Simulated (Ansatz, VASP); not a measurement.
Given: the input of a run of VASP 6.6.1 on Cu2IBr.

Contents of INCAR:

```
PREC = Accurate
ENCUT = 600
EDIFF = 1E-7
ISMEAR = -1
SIGMA = 0.05
LREAL = F
LASPH = T
NELM = 100
ALGO = Normal
ISIF = 3
LWAVE = F
LCHARG = F
GGA = PS
IVDW = 13
IBRION = 2
NSW = 60
EDIFFG = -0.01
```

File KPOINTS:

```
Automatic mesh
0
Gamma
  8 8 8
```

The input POSCAR:

```
Cu2IBr
1.0
    1.9685310750      1.1365319461      6.3876248825
   -1.9685310750      1.1365319461      6.3876248825
    0.0000000000     -2.2730638921      6.3876248825
I Br Cu
1 1 2
Direct
    0.0000000000      0.0000000000      0.0000000000
    0.5000000000      0.5000000000      0.5000000000
    0.2490310000      0.2490310000      0.2490310000
    0.7509690000      0.7509690000      0.7509690000
```

Potentials or basis: VASP PAW PBE potentials, release 64 (I, Br, Cu).

Launch:

```console
$ cat potpaw_PBE.64/I/POTCAR potpaw_PBE.64/Br/POTCAR potpaw_PBE.64/Cu/POTCAR > POTCAR
$ mpirun -np 1 vasp_std > vasp.out
```

Q: Set up the same calculation for Ansatz 0.2.0. Potentials there: Ansatz PAW.

A: As run (the cutoff follows the program's own potentials):

Contents of input.yaml:

```yaml
crystal:
  lattice:
    - [1.968531075, 1.1365319461, 6.3876248825]
    - [-1.968531075, 1.1365319461, 6.3876248825]
    - [0.0, -2.2730638921, 6.3876248825]
  atoms:
    - { symbol: I, position: [0.0, 0.0, 0.0] }
    - { symbol: Br, position: [0.5, 0.5, 0.5] }
    - { symbol: Cu, position: [0.249031, 0.249031, 0.249031] }
    - { symbol: Cu, position: [0.750969, 0.750969, 0.750969] }
hamiltonian:
  xc: pbesol
  pseudopotentials: { kind: paw }
  dispersion: d4
kpoints:
  mp_grid: { grid: [8, 8, 8] }
scf:
  occupations: { method: fermi_dirac, width: 0.05 }
output:
  forces: true
  stress: true
  eigenvalues: true
relax:
  f_tol: 0.01
  max_steps: 40
  cell: { stress_tol: 0.05 }
```

Potentials or basis: Ansatz PAW.

The run is started by

```console
$ ansatz run input.yaml --threads 2 --pin off --max-ram 5632MiB --backend cpu --events-out ev --progress --plain --runs-dir out
```

Both were run:

|  | VASP | Ansatz | Ansatz less VASP |
| --- | --- | --- | --- |
| gap on the k mesh at the Fermi level, each at its own relaxed structure (eV) | none | none | - |
| relaxed volume (Å³/atom) | 19.59 | 19.56 | -0.031 |
| relaxed length of the cell vector where the two differ most in proportion (Å) | 6.541 | 6.543 | +0.0025 |

VASP's potentials were made for PBE, not for PBEsol. A gap of «none» marks a metal or a gap that the smearing closes. VASP's potentials hold 36 valence electrons a cell and Ansatz's 62, so a difference there can come from the potentials and not from the codes.

Neither program's run includes spin-orbit coupling. Noted on Ansatz's run: the plane-wave basis is chosen anew once the cell has moved, so the energies of steps on either side of that aren't comparable.
